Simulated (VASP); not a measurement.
Write the native input for VASP 6.6.1 that does the following.

```
Task                   : single point
Functional             : PBE
Potentials or basis    : VASP PAW PBE potentials, release 64 (Mg)
Cutoff                 : 520 eV
k mesh                 : 18 × 18 × 18
Occupations            : gaussian, width 0.15 eV
Spin                   : no spin polarisation
Dipole correction      : no
Further INCAR settings : ALGO = Fast; EDIFF = 1e-07; NBANDS = 7
```

The structure of Mg lies in POSCAR:

```
Mg
1.0
   -1.8784000000      1.8784000000      1.7048661797
    1.8784000000     -1.8784000000      1.7048661797
    1.8784000000      1.8784000000     -1.7048661797
Mg
1
Direct
    0.0000000000      0.0000000000      0.0000000000
```

The input as run:

INCAR

```
PREC = Accurate
ENCUT = 520
EDIFF = 1E-7
ISMEAR = 0
SIGMA = 0.15
LREAL = False
LASPH = True
NELM = 60
ALGO = Fast
ISIF = 2
LWAVE = False
LCHARG = True
GGA = PE
LELF = True
LVHAR = True
NBANDS = 7
```

KPOINTS

```
Automatic mesh
0
Gamma
  18 18 18
```

Potentials or basis: VASP PAW PBE potentials, release 64 (Mg).

Launch:

```bash
$ cat potpaw_PBE.64/Mg/POTCAR > POTCAR
$ mpirun -np 1 vasp_std > vasp.out
```

Results of the run:

```json
{
 "Pressure": "-1.6 GPa",
 "Band gap on the k mesh": "zero (band 1 reaches 5.43 eV, above the bottom of band 2 at 1.04 eV)"
}
```

Run time: 15 s on 1 thread of Intel(R) Xeon(R) 6975P-C (Granite Rapids) (shared host), peak memory 0.2 GiB.
